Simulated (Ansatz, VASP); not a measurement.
One calculation of La2O3, two programs

File INCAR:

```
SYSTEM = La2O3
  PREC = Accurate
  ENCUT = 520
  EDIFF = 1E-8
  ISMEAR = -1
  SIGMA = 0.05
  LREAL = .FALSE.
  LASPH = .TRUE.
  NELM = 60
  ALGO = Normal
  ISIF = 2
  LWAVE = .FALSE.
  LCHARG = .FALSE.
  GGA = PE
  LEFG = .TRUE.
  NBANDS = 28
```

KPOINTS

```
Automatic mesh
0
G
  8 8 5
  0 0 0
```

The input POSCAR:

```
La2O3
1.0
    3.9307778780      0.0000000000      0.0000000000
   -1.9653889390      3.4041534990      0.0000000000
    0.0000000000      0.0000000000      6.1119535200
La O
2 3
Direct
    0.3333333333      0.6666666667      0.2462356800
    0.6666666667      0.3333333333      0.7537643200
    0.0000000000      0.0000000000      0.0000000000
    0.3333333333      0.6666666667      0.6458906500
    0.6666666667      0.3333333333      0.3541093500
```

input.yaml

```yaml
crystal:
  lattice:
    - [3.930777878, 0.0, 0.0]
    - [-1.965388939, 3.404153499, 0.0]
    - [0.0, 0.0, 6.11195352]
  atoms:
    - { symbol: La, position: [0.3333333333, 0.6666666667, 0.24623568] }
    - { symbol: La, position: [0.6666666667, 0.3333333333, 0.75376432] }
    - { symbol: O, position: [0.0, 0.0, 0.0] }
    - { symbol: O, position: [0.3333333333, 0.6666666667, 0.64589065] }
    - { symbol: O, position: [0.6666666667, 0.3333333333, 0.35410935] }
kpoints:
  mp_grid: { grid: [8, 8, 5] }
scf:
  occupations: { method: fermi_dirac, width: 0.05 }
hamiltonian:
  xc: pbe
  pseudopotentials: { kind: all_electron, datasets: crystal }
output:
  forces: true
  stress: true
  eigenvalues: true
  efg: {}
  elf: true
  volumetric_format: npy
```

Alike in both runs: task electric field gradients; functional PBE; k mesh 8 × 8 × 5; occupations fermi-dirac, width 0.05 eV; no spin polarisation.

```csv
,VASP,Ansatz
version,VASP 6.6.1,Ansatz 0.2.0
potentials or method,"VASP PAW PBE potentials, release 64 (La, O), cutoff 520 eV",all-electron PAW datasets made for the crystal
```

VASP gave:

```
gap on the k mesh at the Fermi level (eV)                     : 3.89
least direct gap on the mesh (eV)                             : 4.07
pressure (GPa)                                                : 1.6
traceless stress, the component that is largest in VASP (GPa) : 0.22
rms of the force components (eV/Å)                            : 0.004
size of Vzz on the site where it differs most (V/Å²)          : 112.4
```

**Question.** Which values does Ansatz return?

**Answer.** gap on the k mesh at the Fermi level (eV): 3.88; least direct gap on the mesh (eV): 4.06; pressure (GPa): 1.9; traceless stress, the component that is largest in VASP (GPa): 0.18; rms of the force components (eV/Å): 0.007; size of Vzz on the site where it differs most (V/Å²): 113.2.

Atom by atom the forces differ by 0.005 eV/Å (rms over components). Ansatz ran all-electron here, and VASP with PAW potentials.

Neither program's run includes spin-orbit coupling.
